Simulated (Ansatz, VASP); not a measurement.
**Two plane-wave programs on InSe**

```
CELL_PARAMETERS angstrom
3.63056 0.00000 0.00000
0.00000 3.63056 0.00000
0.00000 0.00000 3.63056
ATOMIC_POSITIONS crystal
In 0.00000 0.00000 0.00000
Se 0.50000 0.50000 0.50000
```

Alike in both runs: functional PBE; k mesh 6 × 6 × 6; occupations gaussian, width 0.1 eV; no spin polarisation.

Ansatz relaxed the structure, and its values are those at the end. VASP's run is a single point on that final structure, the one shown.

|  | VASP | Ansatz |
| --- | --- | --- |
| version | VASP 6.6.1 | Ansatz 0.2.0 |
| potentials or method | VASP PAW PBE potentials, release 64 (In_d, Se), cutoff 520 eV | scalar-relativistic, plane waves, PAW |
| valence electrons in the cell | 19 | 29 |

```csv
,VASP,Ansatz,Ansatz less VASP
gap on the k mesh at the Fermi level (eV),none,none,-
pressure (GPa),0.1,0.1,0.00
```

A gap of «none» marks a metal or a gap that the smearing closes. With one functional, cell and mesh, what is left measures potentials, basis and numerics. VASP's potentials hold 19 valence electrons a cell and Ansatz's 29, so a difference there can come from the potentials and not from the codes.
